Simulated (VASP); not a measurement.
# CsTaS2 (P-6m2) in VASP: notebook

CsTaS2 is run at these levels: PBE; tasks: single point, relaxation of cell and atoms.

Everything below comes from runs of VASP 6.6.1. Logs are shortened: lines on timing, memory, paths and dates and some standing lists are left out, and cuts for length are marked.

### 1 The cell of the first run

Symmetry: P-6m2, No. 187, hexagonal system. Conventional cell: a = 3.543 Å, b = 3.543 Å, c = 8.269 Å, α = 90.00°, β = 90.00°, γ = 120.00°. Cs (site symmetry -6m2) has 6 S at 3.33 Å and 6 Cs at 3.54 Å within 4.4 Å. Ta (site symmetry -6m2) has 6 S at 2.54 Å within 3.3 Å. Within 3.3 Å of S (site symmetry 3m) lie 3 Ta at 2.54 Å and 1 S at 3.01 Å.

### 2 Single point, PBE

File INCAR:

```
SYSTEM = CsTaS2
  PREC = Accurate
  ENCUT = 520
  EDIFF = 1E-7
  ISMEAR = 0
  SIGMA = 0.01
  LREAL = .FALSE.
  LASPH = .TRUE.
  NELM = 100
  ALGO = Normal
  ISIF = 2
  LWAVE = .FALSE.
  LCHARG = .TRUE.
  GGA = PE
  LELF = .TRUE.
  LVHAR = .TRUE.
  NBANDS = 24
```

File KPOINTS:

```
regular mesh
0
G
  12 12 4
  0 0 0
```

File POSCAR:

```
CsTaS2
1.0
    3.5429892005      0.0000000000      0.0000000000
   -1.7714946003      3.0683186530      0.0000000000
    0.0000000000      0.0000000000      8.2693324554
Cs Ta S
1 1 2
Direct
    0.3333333333      0.6666666667      0.5000000000
    0.0000000000      0.0000000000      0.0000000000
    0.6666666667      0.3333333333      0.8182931223
    0.6666666667      0.3333333333      0.1817068777
```

Potentials or basis: VASP PAW PBE potentials, release 64 (Cs_sv, Ta_pv, S).

Started as:

```sh
$ cat potpaw_PBE.64/Cs_sv/POTCAR potpaw_PBE.64/Ta_pv/POTCAR potpaw_PBE.64/S/POTCAR > POTCAR
$ mpirun -np 1 vasp_std > vasp.out
```

OUTCAR:

```text
SYSTEM = CsTaS2
   PREC = Accurate
   ENCUT = 520
   EDIFF = 1E-7
   ISMEAR = 0
   LREAL = .FALSE.
   LASPH = .TRUE.
   NELM = 100
   ISIF = 2
   GGA = PE

 ion  position               nearest neighbor table
   1  0.333  0.667  0.500-
   2  0.000  0.000  0.000-   3 2.54   4 2.54   3 2.54   4 2.54   3 2.54   4 2.54
   3  0.667  0.333  0.818-   2 2.54   2 2.54   2 2.54
   4  0.667  0.333  0.182-   2 2.54   2 2.54   2 2.54

  LATTYP: Found a hexagonal cell.
 ALAT       =     3.5429892005
 C/A-ratio  =     2.3339987755

  Lattice vectors:

 A1 = (   3.5429892005,   0.0000000000,   0.0000000000)
 A2 = (  -1.7714946003,   3.0683186530,   0.0000000000)
 A3 = (   0.0000000000,   0.0000000000,   8.2693324554)

Analysis of symmetry for initial positions (statically):
=====================================================================
 Subroutine PRICEL returns:
 Original cell was already a primitive cell.

 Routine SETGRP: Setting up the symmetry group for a
 hexagonal supercell.

 Subroutine GETGRP returns: Found 12 space group operations
 (whereof 12 operations were pure point group operations)
 out of a pool of 24 trial point group operations.

The static configuration has the point symmetry D_3h.

Analysis of symmetry for dynamics (positions and initial velocities):
=====================================================================
 Subroutine PRICEL returns:
 Original cell was already a primitive cell.

 Routine SETGRP: Setting up the symmetry group for a
 hexagonal supercell.

 Subroutine GETGRP returns: Found 12 space group operations
 (whereof 12 operations were pure point group operations)
 out of a pool of 24 trial point group operations.

The dynamic configuration has the point symmetry D_3h.

 Subroutine INISYM returns: Found 12 space group operations
 (whereof 12 operations are pure point group operations),
 and found     1 'primitive' translations

----------------------------------------------------------------------------------------

                                     Primitive cell

  volume of cell :      89.8961

  direct lattice vectors                    reciprocal lattice vectors
     3.542989201  0.000000000  0.000000000     0.282247544  0.162955695  0.000000000
    -1.771494600  3.068318653  0.000000000     0.000000000  0.325911391  0.000000000
     0.000000000  0.000000000  8.269332455     0.000000000  0.000000000  0.120928746

  length of vectors
     3.542989201  3.542989201  8.269332455     0.325911391  0.325911391  0.120928746

  position of ions in fractional coordinates (direct lattice)
     0.333333333  0.666666667  0.500000000
     0.000000000  0.000000000  0.000000000
     0.666666667  0.333333333  0.818293122
     0.666666667  0.333333333  0.181706878

  ion indices of the primitive-cell ions
   primitive index   ion index
                 1           1
                 2           2
                 3           3
                 4           4

----------------------------------------------------------------------------------------

 KPOINTS: regular mesh

Automatic generation of k-mesh.
 Grid dimensions read from file:
 generate k-points for:   12   12    4

 Generating k-lattice:

  Cartesian coordinates                     Fractional coordinates (reciprocal lattice)
     0.023520629  0.013579641  0.000000000     0.083333333  0.000000000  0.000000000
     0.000000000  0.027159283  0.000000000     0.000000000  0.083333333  0.000000000
     0.000000000  0.000000000  0.030232186     0.000000000  0.000000000  0.250000000

  Length of vectors
     0.027159283  0.027159283  0.030232186

  Shift w.r.t. Gamma in fractional coordinates (k-lattice)
     0.000000000  0.000000000  0.000000000

 Subroutine IBZKPT returns following result:
 ===========================================

 Found     57 irreducible k-points:

 Following reciprocal coordinates:
            Coordinates               Weight
  0.000000  0.000000  0.000000      1.000000
  0.083333 -0.000000  0.000000      6.000000
  0.166667  0.000000  0.000000      6.000000
  0.250000  0.000000  0.000000      6.000000
  0.333333  0.000000  0.000000      6.000000
  0.416667  0.000000  0.000000      6.000000
[... 16 lines left out ...]
  0.250000  0.000000  0.250000     12.000000
  0.333333  0.000000  0.250000     12.000000
 [... further k-points ...]
   k-points           NKPTS =     57   k-points in BZ     NKDIM =     57   number of bands    NBANDS=     24
   number of dos      NEDOS =    301   number of ions     NIONS =      4
   total plane-waves  NPLWV =  50176
   dimension x,y,z NGX =    28 NGY =   28 NGZ =   64
   dimension x,y,z NGXF=    56 NGYF=   56 NGZF=  128
   ions per type =               1   1   2
   NGX,Y,Z   is equivalent  to a cutoff of  13.14, 13.14, 12.87 a.u.
   NGXF,Y,Z  is equivalent  to a cutoff of  26.28, 26.28, 25.73 a.u.
 SYSTEM =  CsTaS2
   PREC   = accura    normal or accurate (medium, high low for compatibility)
   ISTART =      0    job   : 0-new  1-cont  2-samecut
   ICHARG =      2    charge: 1-file 2-atom 10-const
   ISPIN  =      1    spin polarized calculation?
   LNONCOLLINEAR =      F non collinear calculations
   LSORBIT =      F    spin-orbit coupling
   LASPH  =      T    aspherical Exc in radial PAW
   ENCUT  =  520.0 eV  38.22 Ry    6.18 a.u.   6.59  6.59 15.38*2*pi/ulx,y,z
   NELM   =    100;   NELMIN=  2; NELMDL= -5     # of ELM steps
   EDIFF  = 0.1E-06   stopping-criterion for ELM
   LREAL  =      F    real-space projection
   EDIFFG = 0.1E-05   stopping-criterion for IOM
   NSW    =      0    number of steps for IOM
   IBRION =     -1    ionic relax: 0-MD 1-quasi-New 2-CG
   NFREE  =      0    steps in history (QN), initial steepest desc. (CG)
   ISIF   =      2    stress and relaxation
   ISYM   =      2    0-nonsym 1-usesym 2-fastsym
   POTIM  = 0.5000    time-step for ionic-motion
   TEBEG  =    0.0;   TEEND  =   0.0 temperature during run
   PSTRESS=    0.0 pullay stress
   NELECT =      32.0000    total number of electrons
   NUPDOWN=      -1.0000    fix difference up-down
   EMIN   =  10.00;   EMAX   =-10.00  energy-range for DOS
   EFERMI =   0.00;   METHOD = LEGACY
   ISMEAR =     0;   SIGMA  =   0.01  broadening in eV -4-tet -1-fermi 0-gaus
   EFERMI_NEDOS =   21; number of points for ismear=-14 and -15
   IALGO  =     38    algorithm
   IMIX   =      4    mixing-type and parameters
     AMIX     =   0.40;   BMIX     =  1.00
     AMIX_MAG =   1.60;   BMIX_MAG =  1.00
  volume/ion in A,a.u.               =      22.47       151.66
  Fermi-wavevector in a.u.,A,eV,Ry     =   1.160231  2.192519 18.315301  1.346137
  Thomas-Fermi vector in A             =   2.296816
   LORBIT       =      0    0 simple, 1 ext, 2 COOP (PROOUT), +10 PAW based schemes
   GGA     = PE    functional components
   LHFCALC =     F    Hartree Fock is set to
   AEXX    =    0.0000 exact exchange contribution
   IVDW    =     0    specifies the selected vdW correction
   LEPSILON=     F    determine dielectric tensor
   LRPA    =     F    only Hartree local field effects (RPA)
 non-spin polarized calculation
 Gauss-broadening in eV      SIGMA  =   0.01
  energy-cutoff  :      520.00
  volume of cell :       89.90
 maximum number of plane-waves:      2452
 NGX is ok and might be reduce to    28
   NGX = 13   NGY = 13   NGZ = 31

 number of electron      32.0000001 magnetization

 Free energy of the ion-electron system (eV)
  ---------------------------------------------------
  ext. energy  EPLUGINS =         0.00000000
  ---------------------------------------------------
  free energy    TOTEN  =       -24.90305805 eV

  energy without entropy =      -24.90305805  energy(sigma->0) =      -24.90305805

 E-fermi :   6.5969     XC(G=0): -10.3329

 val. band max:        6.5455172969   @ k =   0.0000   0.0000   0.5000
 cond. band min:       6.6598442765   @ k =   0.5000   0.0000   0.5000
 fundamental gap:      0.1143269796
 Fermi energy:         6.5968942030

 k-point     1 :       0.0000    0.0000    0.0000
  band No.  band energies     occupation
      1     -29.1472      2.00000
      2     -29.0957      2.00000
      3     -29.0957      2.00000
      4     -18.0304      2.00000
      5      -8.7641      2.00000
      6      -7.7663      2.00000
[... 16 lines left out ...]
     23      10.1906      0.00000
     24      10.1906      0.00000

 k-point     2 :       0.0833   -0.0000    0.0000
  band No.  band energies     occupation
      1     -29.1452      2.00000
      2     -29.1065      2.00000
      3     -29.0982      2.00000
      4     -17.9915      2.00000
      5      -8.6950      2.00000
      6      -7.7271      2.00000
[... 16 lines left out ...]
     23       9.7923      0.00000
     24      10.3848      0.00000

 k-point     3 :       0.1667    0.0000    0.0000
  band No.  band energies     occupation
      1     -29.1399      2.00000
      2     -29.1357      2.00000
      3     -29.1050      2.00000
      4     -17.8824      2.00000
      5      -8.5027      2.00000
      6      -7.6160      2.00000
[... 16 lines left out ...]
     23      10.0310      0.00000
     24      11.0167      0.00000

 k-point     4 :       0.2500    0.0000    0.0000
  band No.  band energies     occupation
      1     -29.1754      2.00000
      2     -29.1325      2.00000
      3     -29.1143      2.00000
      4     -17.7260      2.00000
      5      -8.2320      2.00000
      6      -7.4540      2.00000
[... 16 lines left out ...]
     23      10.3553      0.00000
     24      11.0348      0.00000

 k-point     5 :       0.3333    0.0000    0.0000
  band No.  band energies     occupation
      1     -29.2147      2.00000
      2     -29.1252      2.00000
      3     -29.1236      2.00000
      4     -17.5600      2.00000
      5      -7.9588      2.00000
      6      -7.2775      2.00000
[... 16 lines left out ...]
     23      10.3228      0.00000
     24      11.9907      0.00000

 k-point     6 :       0.4167    0.0000    0.0000
  band No.  band energies     occupation
      1     -29.2432      2.00000
      2     -29.1304      2.00000
      3     -29.1198      2.00000
      4     -17.4315      2.00000
      5      -7.7737      2.00000
      6      -7.1370      2.00000
[... 16 lines left out ...]
     23      10.7160      0.00000
     24      12.5211      0.00000
[... 379 lines left out ...]
 k-point    21 :       0.0833   -0.0000    0.2500
  band No.  band energies     occupation
      1     -29.1452      2.00000
      2     -29.1065      2.00000
      3     -29.0982      2.00000
      4     -17.9913      2.00000
      5      -8.7898      2.00000
      6      -7.5391      2.00000
[... 16 lines left out ...]
     23       9.6790      0.00000
     24      10.2867      0.00000

 k-point    22 :       0.1667    0.0000    0.2500
  band No.  band energies     occupation
      1     -29.1399      2.00000
      2     -29.1357      2.00000
      3     -29.1050      2.00000
      4     -17.8823      2.00000
      5      -8.5858      2.00000
      6      -7.4609      2.00000
[... 16 lines left out ...]
     23      10.1021      0.00000
     24      10.9761      0.00000

 k-point    23 :       0.2500    0.0000    0.2500
  band No.  band energies     occupation
      1     -29.1754      2.00000
      2     -29.1325      2.00000
      3     -29.1143      2.00000
      4     -17.7259      2.00000
      5      -8.2906      2.00000
      6      -7.3562      2.00000
[... 16 lines left out ...]
     23      10.4170      0.00000
     24      11.6080      0.00000

 k-point    24 :       0.3333    0.0000    0.2500
  band No.  band energies     occupation
      1     -29.2147      2.00000
      2     -29.1252      2.00000
      3     -29.1236      2.00000
      4     -17.5600      2.00000
      5      -7.9761      2.00000
      6      -7.2615      2.00000
[... 16 lines left out ...]
     23      10.6187      0.00000
     24      12.1532      0.00000

 [... further k-points ...]

------------------------ aborting loop because EDIFF is reached ----------------------------------------

  FORCE on cell =-STRESS in cart. coord.  units (eV):
  Direction    XX          YY          ZZ          XY          YZ          ZX
  --------------------------------------------------------------------------------------
  -------------------------------------------------------------------------------------
  Total        0.0945816      0.0945816      0.0937375     -0.0000000      0.0000000      0.0000000
  in kB        1.6856848      1.6856848      1.6706416     -0.0000000      0.0000000      0.0000000
  external PRESSURE =       1.6806704 kB  Pullay stress =       0.0000000 kB

 VOLUME and BASIS-vectors are now :
 -----------------------------------------------------------------------------
  energy-cutoff  :      520.00
  volume of cell :       89.90
      direct lattice vectors                 reciprocal lattice vectors
     3.542989201  0.000000000  0.000000000     0.282247544  0.162955695  0.000000000
    -1.771494600  3.068318653  0.000000000     0.000000000  0.325911391  0.000000000
     0.000000000  0.000000000  8.269332455     0.000000000  0.000000000  0.120928746

 POSITION                                       TOTAL-FORCE (eV/Angst)
 -----------------------------------------------------------------------------------
     -0.00000      2.04555      4.13467        -0.000000     -0.000000      0.000000
      0.00000      0.00000      0.00000        -0.000000      0.000000      0.000000
      1.77149      1.02277      6.76674         0.000000     -0.000000      0.016162
      1.77149      1.02277      1.50259         0.000000      0.000000     -0.016162
 -----------------------------------------------------------------------------------
    total drift:                                0.000000     -0.000000      0.000000

  FREE ENERGIE OF THE ION-ELECTRON SYSTEM (eV)
  ---------------------------------------------------
  free  energy   TOTEN  =       -24.9030580464 eV

  energy  without entropy=      -24.9030580464  energy(sigma->0) =      -24.90305805
```

Run time: 93 s. Hardware: 1 thread of Intel Xeon Platinum 8488C (Sapphire Rapids), shared host; peak memory 0.3 GiB.

What came out:

| Property | Result |
| --- | --- |
| Free energy | -24.9031 eV |
| Pressure | 0.2 GPa |
| Largest force | 0.016 eV/Å |
| Band gap on the k mesh | 0.11 eV, indirect (least direct gap 0.61 eV) |

Forces in eV/Å, atoms in the order of the input:
```
Cs   0.000  0.000  0.000
Ta   0.000  0.000  0.000
S    0.000  0.000  0.016
S    0.000  0.000 -0.016
```

Caveat: spin-orbit coupling is left out, which moves the levels of the heavy elements. A k mesh can miss the band edges.

(Part 1 of 3 ends here.)
